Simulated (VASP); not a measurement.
Runs of VASP 6.6.1 on Mo. The structure is that of space group Im-3m (No. 229), or close to it. The cells are those of the table. 

```tsv
level	cell	k mesh	gap on the mesh (eV)	pressure (GPa)
r2SCAN	a = 2.740 Å, angles 109.5°, 1 atom	18 × 18 × 18	none	-2.2
r2SCAN	a = 2.728 Å, angles 109.5°, 1 atom	18 × 18 × 18	none	1.1
PBE	a = 2.749 Å, angles 109.5°, 1 atom	8 × 8 × 8	none	(a)
PBE	a = 2.740 Å, angles 109.5°, 1 atom	8 × 8 × 8	none	0.6
```

Alike in all rows: task single point; potentials or basis VASP PAW PBE potentials, release 64 (Mo_sv); no spin polarisation; cutoff (eV) 520; smearing gaussian 0.05 eV.

Problem. Estimate the missing entries.

Solution. (a) -2.0.

Caveats: the PAW data sets were made with another functional, which shifts forces and pressure a little (some runs).

A k mesh can miss the band edges, and the runs leave out spin-orbit coupling on Mo.

A gap of «none» marks levels without a gap at the run's occupations.
